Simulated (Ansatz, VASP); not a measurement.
**One calculation of NaLa, two programs**

File INCAR:

```
PREC = Accurate ; ENCUT = 970
EDIFF = 1E-6 ; ISMEAR = -1
SIGMA = 0.05 ; LREAL = F
LASPH = T ; NELM = 200
ALGO = Normal ; ISIF = 2
LWAVE = F ; LCHARG = F
GGA = PE ; NBANDS = 17
GGA_COMPAT = F ; LMAXMIX = 6
```

KPOINTS

```
regular mesh
0
Gamma
  7 7 4
```

Contents of POSCAR:

```
NaLa
1.0
    3.4620007380      0.0000000000      0.0000000000
   -1.7310003689      2.9981805870      0.0000000000
    0.0000000000      0.0000000000      6.4837820000
La Na
1 1
Direct
    0.3333333333      0.6666666667      0.5000000000
    0.0000000000      0.0000000000      0.0000000000
```

The input input.yaml:

```yaml
crystal:
  lattice:
    - [3.462000738, 0.0, 0.0]
    - [-1.7310003689, 2.998180587, 0.0]
    - [0.0, 0.0, 6.483782]
  atoms:
    - { symbol: La, position: [0.3333333333, 0.6666666667, 0.5] }
    - { symbol: Na, position: [0.0, 0.0, 0.0] }
hamiltonian:
  xc: pbe
  pseudopotentials: { kind: paw }
kpoints:
  mp_grid: { grid: [7, 7, 4] }
scf:
  occupations: { method: fermi_dirac, width: 0.05 }
output:
  forces: true
  stress: true
  eigenvalues: true
```

Alike in both runs: task single point; functional PBE; k mesh 7 × 7 × 4; occupations fermi-dirac, width 0.05 eV; no spin polarisation.

|  | VASP | Ansatz |
| --- | --- | --- |
| version | VASP 6.6.1 | Ansatz 0.2.0 |
| potentials or method | VASP PAW PBE potentials, release 64 (La, Na_sv) | Ansatz PAW |
| plane-wave cutoff (eV) | 970 | 420 |
| valence electrons in the cell | 20 | 20 |

VASP gave:

| Property | Result |
| --- | --- |
| gap on the k mesh at the Fermi level (eV) | none |
| pressure (GPa) | 1.3 |
| traceless stress, the component that is largest in VASP (GPa) | -0.75 |

Question: What did Ansatz give for the same quantities?

Answer: gap on the k mesh at the Fermi level (eV): none; pressure (GPa): 1.6; traceless stress, the component that is largest in VASP (GPa): -0.77.

A gap of «none» marks a metal or a gap that the smearing closes.

Spin-orbit coupling is off throughout.
